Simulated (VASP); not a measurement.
# SnO2 in VASP: a series of runs, part 2 of 2

VASP 6.6.1.

### Step 5. Single point, PBEsol (uniaxial strain along c: +4.0 %, then relaxed in part)

INCAR

```
SYSTEM = SnO2
PREC = Accurate
ENCUT = 520
EDIFF = 1E-6
ISMEAR = 0
SIGMA = 0.02
LREAL = .FALSE.
LASPH = .TRUE.
NELM = 60
ALGO = Normal
ISIF = 2
LWAVE = .FALSE.
LCHARG = .FALSE.
GGA = PS
NBANDS = 35
```

KPOINTS

```
regular mesh
0
G
  6 6 8
  0 0 0
```

POSCAR

```
SnO2
1.0
    4.7011651683      0.0000000000      0.0000000000
    0.0000000000      4.7012317541      0.0000000000
    0.0000000000      0.0000000000      3.3404583135
Sn O
2 4
Direct
    0.5000000000      0.5000000000      0.5000000000
    0.0000000000      0.0000000000      0.0000000000
    0.3074731310      0.3074904391      0.0000000000
    0.8074731310      0.1925095609      0.5000000000
    0.1925268690      0.8074904391      0.5000000000
    0.6925268690      0.6925095609      0.0000000000
```

Potentials or basis: VASP PAW PBE potentials, release 64 (Sn_d, O).

On the command line:

```sh
> cat potpaw_PBE.64/Sn_d/POTCAR potpaw_PBE.64/O/POTCAR > POTCAR
> mpirun -np 1 vasp_std > vasp.out
```

OUTCAR:

```text
SYSTEM = SnO2
   PREC = Accurate
   ENCUT = 520
   EDIFF = 1E-6
   ISMEAR = 0
   LREAL = .FALSE.
   LASPH = .TRUE.
   NELM = 60
   ISIF = 2
   GGA = PS

 ion  position               nearest neighbor table
   1  0.500  0.500  0.500-   4 2.04   5 2.04   3 2.10   6 2.10   3 2.10   6 2.10   2 3.72   2 3.72
                             2 3.72   2 3.72   2 3.72   2 3.72   2 3.72   2 3.72
   2  0.000  0.000  0.000-   3 2.04   6 2.04   5 2.10   4 2.10   4 2.10   5 2.10   1 3.72   1 3.72
                             1 3.72   1 3.72   1 3.72   1 3.72   1 3.72   1 3.72
   3  0.307  0.307  0.000-   2 2.04   1 2.10   1 2.10
   4  0.807  0.193  0.500-   1 2.04   2 2.10   2 2.10
   5  0.193  0.807  0.500-   1 2.04   2 2.10   2 2.10
   6  0.693  0.693  0.000-   2 2.04   1 2.10   1 2.10

  LATTYP: Found a simple orthorhombic cell.
 ALAT       =     3.3404583135
 B/A-ratio  =     1.4073413667
 C/A-ratio  =     1.4073612998

  Lattice vectors:

 A1 = (   0.0000000000,   0.0000000000,   3.3404583135)
 A2 = (   4.7011651683,   0.0000000000,   0.0000000000)
 A3 = (   0.0000000000,   4.7012317541,   0.0000000000)

Analysis of symmetry for initial positions (statically):
=====================================================================
 Subroutine PRICEL returns:
 Original cell was already a primitive cell.

 Routine SETGRP: Setting up the symmetry group for a
 simple orthorhombic supercell.

 Subroutine GETGRP returns: Found  8 space group operations
 (whereof  4 operations were pure point group operations)
 out of a pool of  8 trial point group operations.

The static configuration has the point symmetry C_2h.
 The point group associated with its full space group is D_2h.

Analysis of symmetry for dynamics (positions and initial velocities):
=====================================================================
 Subroutine PRICEL returns:
 Original cell was already a primitive cell.

 Routine SETGRP: Setting up the symmetry group for a
 simple orthorhombic supercell.

 Subroutine GETGRP returns: Found  8 space group operations
 (whereof  4 operations were pure point group operations)
 out of a pool of  8 trial point group operations.

The dynamic configuration has the point symmetry C_2h.
 The point group associated with its full space group is D_2h.

 Subroutine INISYM returns: Found  8 space group operations
 (whereof  4 operations are pure point group operations),
 and found     1 'primitive' translations

----------------------------------------------------------------------------------------

                                     Primitive cell

  volume of cell :      73.8284

  direct lattice vectors                    reciprocal lattice vectors
     4.701165168  0.000000000  0.000000000     0.212713224  0.000000000  0.000000000
     0.000000000  4.701231754  0.000000000     0.000000000  0.212710211  0.000000000
     0.000000000  0.000000000  3.340458314     0.000000000  0.000000000  0.299360120

  length of vectors
     4.701165168  4.701231754  3.340458314     0.212713224  0.212710211  0.299360120

  position of ions in fractional coordinates (direct lattice)
     0.500000000  0.500000000  0.500000000
     0.000000000  0.000000000  0.000000000
     0.307473131  0.307490439  0.000000000
     0.807473131  0.192509561  0.500000000
     0.192526869  0.807490439  0.500000000
     0.692526869  0.692509561  0.000000000
[... 33 lines left out ...]

 Found     80 irreducible k-points:

 Following reciprocal coordinates:
            Coordinates               Weight
  0.000000  0.000000  0.000000      1.000000
  0.166667  0.000000  0.000000      2.000000
  0.333333  0.000000  0.000000      2.000000
  0.500000  0.000000  0.000000      1.000000
  0.000000  0.166667  0.000000      2.000000
  0.166667  0.166667  0.000000      4.000000
[... 16 lines left out ...]
  0.333333  0.166667  0.125000      8.000000
  0.500000  0.166667  0.125000      4.000000
 [... further k-points ...]
   k-points           NKPTS =     80   k-points in BZ     NKDIM =     80   number of bands    NBANDS=     35
   number of dos      NEDOS =    301   number of ions     NIONS =      6
   total plane-waves  NPLWV =  36288
   dimension x,y,z NGX =    36 NGY =   36 NGZ =   28
   dimension x,y,z NGXF=    72 NGYF=   72 NGZF=   56
   ions per type =               2   4
   NGX,Y,Z   is equivalent  to a cutoff of  12.73, 12.73, 13.93 a.u.
   NGXF,Y,Z  is equivalent  to a cutoff of  25.46, 25.46, 27.87 a.u.
 SYSTEM =  SnO2
   PREC   = accura    normal or accurate (medium, high low for compatibility)
   ISTART =      0    job   : 0-new  1-cont  2-samecut
   ICHARG =      2    charge: 1-file 2-atom 10-const
   ISPIN  =      1    spin polarized calculation?
   LNONCOLLINEAR =      F non collinear calculations
   LSORBIT =      F    spin-orbit coupling
   LASPH  =      T    aspherical Exc in radial PAW
   ENCUT  =  520.0 eV  38.22 Ry    6.18 a.u.   8.74  8.74  6.21*2*pi/ulx,y,z
   NELM   =     60;   NELMIN=  2; NELMDL= -5     # of ELM steps
   EDIFF  = 0.1E-05   stopping-criterion for ELM
   LREAL  =      F    real-space projection
   EDIFFG = 0.1E-04   stopping-criterion for IOM
   NSW    =      0    number of steps for IOM
   IBRION =     -1    ionic relax: 0-MD 1-quasi-New 2-CG
   NFREE  =      0    steps in history (QN), initial steepest desc. (CG)
   ISIF   =      2    stress and relaxation
   ISYM   =      2    0-nonsym 1-usesym 2-fastsym
   POTIM  = 0.5000    time-step for ionic-motion
   TEBEG  =    0.0;   TEEND  =   0.0 temperature during run
   PSTRESS=    0.0 pullay stress
   NELECT =      52.0000    total number of electrons
   NUPDOWN=      -1.0000    fix difference up-down
   EMIN   =  10.00;   EMAX   =-10.00  energy-range for DOS
   EFERMI =   0.00;   METHOD = LEGACY
   ISMEAR =     0;   SIGMA  =   0.02  broadening in eV -4-tet -1-fermi 0-gaus
   EFERMI_NEDOS =   21; number of points for ismear=-14 and -15
   IALGO  =     38    algorithm
   IMIX   =      4    mixing-type and parameters
     AMIX     =   0.40;   BMIX     =  1.00
     AMIX_MAG =   1.60;   BMIX_MAG =  1.00
  volume/ion in A,a.u.               =      12.30        83.04
  Fermi-wavevector in a.u.,A,eV,Ry     =   1.456582  2.752540 28.866535  2.121630
  Thomas-Fermi vector in A             =   2.573483
   LORBIT       =      0    0 simple, 1 ext, 2 COOP (PROOUT), +10 PAW based schemes
   GGA     = PS    functional components
   LHFCALC =     F    Hartree Fock is set to
   AEXX    =    0.0000 exact exchange contribution
   IVDW    =     0    specifies the selected vdW correction
   LEPSILON=     F    determine dielectric tensor
   LRPA    =     F    only Hartree local field effects (RPA)
 non-spin polarized calculation
 Gauss-broadening in eV      SIGMA  =   0.02
  energy-cutoff  :      520.00
  volume of cell :       73.83
 maximum number of plane-waves:      2029
 NGX is ok and might be reduce to    36
   NGX = 17   NGY = 17   NGZ = 13

 number of electron      51.9999991 magnetization

 Free energy of the ion-electron system (eV)
  ---------------------------------------------------
  ext. energy  EPLUGINS =         0.00000000
  ---------------------------------------------------
  free energy    TOTEN  =       -39.57903349 eV

  energy without entropy =      -39.57903349  energy(sigma->0) =      -39.57903349

 E-fermi :   5.7731     XC(G=0): -11.3938

 val. band max:        5.6560492525   @ k =   0.0000   0.0000   0.0000
 cond. band min:       6.3035436255   @ k =   0.0000   0.0000   0.0000
 fundamental gap:      0.6474943731
 Fermi energy:         5.7730909701

 k-point     1 :       0.0000    0.0000    0.0000
  band No.  band energies     occupation
      1     -15.2892      2.00000
      2     -14.4973      2.00000
      3     -14.3739      2.00000
      4     -14.3531      2.00000
      5     -14.3474      2.00000
      6     -14.3474      2.00000
[... 901 lines left out ...]
     34      17.4643      0.00000
     35      17.9541      0.00000

 [... further k-points ...]
[... 5 lines left out ...]
  --------------------------------------------------------------------------------------
  -------------------------------------------------------------------------------------
  Total        0.2462801      0.2460174     -4.5469909      0.0000000      0.0000000      0.0000000
  in kB        5.3446188      5.3389163    -98.6759781      0.0000000      0.0000000      0.0000000
  external PRESSURE =     -29.3308144 kB  Pullay stress =       0.0000000 kB

 VOLUME and BASIS-vectors are now :
 -----------------------------------------------------------------------------
  energy-cutoff  :      520.00
  volume of cell :       73.83
      direct lattice vectors                 reciprocal lattice vectors
     4.701165168  0.000000000  0.000000000     0.212713224  0.000000000  0.000000000
     0.000000000  4.701231754  0.000000000     0.000000000  0.212710211  0.000000000
     0.000000000  0.000000000  3.340458314     0.000000000  0.000000000  0.299360120

 POSITION                                       TOTAL-FORCE (eV/Angst)
 -----------------------------------------------------------------------------------
      2.35058      2.35062      1.67023         0.000000      0.000000      0.000000
      0.00000      0.00000      0.00000         0.000000      0.000000      0.000000
      1.44548      1.44558      0.00000        -0.001485     -0.001534      0.000000
      3.79606      0.90503      1.67023        -0.001485      0.001534      0.000000
      0.90510      3.79620      1.67023         0.001485     -0.001534      0.000000
      3.25568      3.25565      0.00000         0.001485      0.001534      0.000000
 -----------------------------------------------------------------------------------
    total drift:                                0.000000      0.000000      0.000000

  FREE ENERGIE OF THE ION-ELECTRON SYSTEM (eV)
  ---------------------------------------------------
  free  energy   TOTEN  =       -39.5790334941 eV

  energy  without entropy=      -39.5790334941  energy(sigma->0) =      -39.57903349
```

stdout:

```text
POSCAR found type information on POSCAR SnO
 POSCAR found :  2 types and       6 ions
 scaLAPACK will be used
 -----------------------------------------------------------------------------
|                                                                             |
|                                                                             |
|     You enforced a specific xc type in the INCAR file but a different       |
|     I HOPE YOU KNOW WHAT YOU ARE DOING!                                     |
|                                                                             |
 -----------------------------------------------------------------------------

 LDA part: xc-table for (Slater+PW92), standard interpolation
 POSCAR, INCAR and KPOINTS ok, starting setup
 FFT: planning ... GRIDC
 FFT: planning ... GRID_SOFT
 FFT: planning ... GRID
 WAVECAR not read
 entering main loop
```

Wall time 4.9 min (1 thread of Intel Xeon 8259CL, shared host); peak memory 0.29 GiB.

Results:

```
Free energy            : -39.5790 eV
Pressure               : -2.9 GPa
Band gap on the k mesh : 0.65 eV
```

Forces in eV/Å, atoms in the order of the input:
```
Sn   0.000  0.000  0.000
Sn   0.000  0.000  0.000
O   -0.001 -0.002  0.000
O   -0.001  0.002  0.000
O    0.001 -0.002  0.000
O    0.001  0.002  0.000
```

Caveat: the cell differs from its parent crystal (uniaxial strain along c: +4.0 %, then relaxed in part); the PAW data sets were made with another functional, which shifts forces and pressure a little; spin-orbit coupling is left out, which moves the levels of the heavy elements.

### Step 6. The runs side by side

```tsv
cell	gap on the mesh (eV)	pressure (GPa)	largest force (eV/Å)
a = 4.735, b = 4.735, c = 3.276 Å, 6 atoms	0.78	-1.3	0.01
a = 4.745, b = 4.746, c = 3.276 Å, 6 atoms	0.72	-2.2	0.09
a = 4.701, b = 4.701, c = 3.340 Å, 6 atoms	0.65	-2.9	-
```

Alike in all rows: task single point; level PBEsol; potentials or basis VASP PAW PBE potentials, release 64 (Sn_d, O); no spin polarisation; k mesh 6 × 6 × 8; cutoff (eV) 520; smearing gaussian 0.02 eV.

Caveats: the PAW data sets were made with another functional, which shifts forces and pressure a little; spin-orbit coupling is left out, which moves the levels of the heavy elements.

Absolute energies hang on the potentials; compare differences alone.
